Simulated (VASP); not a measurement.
Set up this calculation in VASP 6.6.1, as the native input.

```yaml
Task: single point
Functional: r2SCAN
Dispersion: D4
Potentials_or_basis: VASP PAW PBE potentials, release 64 (Mo_sv, S)
Cutoff: 520 eV
k_mesh: 11 × 11 × 5
Occupations: methfessel-paxton, width 0.15 eV
Spin: no spin polarisation
Dipole_correction: no
Further_INCAR_settings: ALGO = Normal; EDIFF = 1e-07; NBANDS = 20
```

MoS2:

```
CELL_PARAMETERS angstrom
3.22747 0.00000 0.00000
-1.61373 2.79507 0.00000
0.00000 0.00000 6.31247
ATOMIC_POSITIONS crystal
Mo 0.00000 0.00000 0.50000
S 0.33333 0.66667 0.25532
S 0.66667 0.33333 0.74468
```

The input as run:

POSCAR

```
MoS2
1.0
    3.2274650000      0.0000000000      0.0000000000
   -1.6137320000      2.7950660000      0.0000000000
    0.0000000000      0.0000000000      6.3124730000
Mo S
1 2
Direct
    0.0000000000      0.0000000000      0.5000000000
    0.3333333333      0.6666666667      0.2553190000
    0.6666666667      0.3333333333      0.7446810000
```

INCAR.step1

```
ALGO = Normal ; EDIFF = 1E-4
ENCUT = 520 ; GGA = PE
ISMEAR = 1 ; LASPH = True
LCHARG = False ; LREAL = False
LWAVE = True ; NBANDS = 20
NELM = 80 ; PREC = Accurate
SIGMA = 0.15
```

INCAR.step2

```
ALGO = Normal ; EDIFF = 1E-7
ENCUT = 520 ; ISIF = 2
ISMEAR = 1 ; ISTART = 1
IVDW = 13 ; LASPH = True
LCHARG = False ; LMIXTAU = True
LREAL = False ; LWAVE = False
METAGGA = R2SCAN ; NBANDS = 20
NELM = 80 ; PREC = Accurate
SIGMA = 0.15 ; VDW_A1 = 0.51559235
VDW_A2 = 5.77342911 ; VDW_S6 = 1.0
VDW_S8 = 0.6018749
```

KPOINTS

```
k-points
0
Gamma
  11 11 5
```

Potentials or basis: VASP PAW PBE potentials, release 64 (Mo_sv, S).

Command:

```console
$ cat potpaw_PBE.64/Mo_sv/POTCAR potpaw_PBE.64/S/POTCAR > POTCAR
$ cp INCAR.step1 INCAR
$ mpirun -np 1 vasp_std > vasp.out
$ cp INCAR.step2 INCAR
$ mpirun -np 1 vasp_std > vasp.out
```

Results of the run:

```json
{"Pressure": "-1.0 GPa", "Largest force": "0.051 eV/Å", "Band gap on the k mesh": "zero (band 13 reaches 7.19 eV, above the bottom of band 14 at 6.35 eV)", "Dispersion energy per atom": "-0.147 eV"}
```

Caveat: the PAW data sets were made with another functional, which shifts forces and pressure a little.

Run time: 2.3 min on 1 thread of Intel(R) Xeon(R) Platinum 8488C (Sapphire Rapids), with other jobs on the host, peak memory 0.22 GiB.
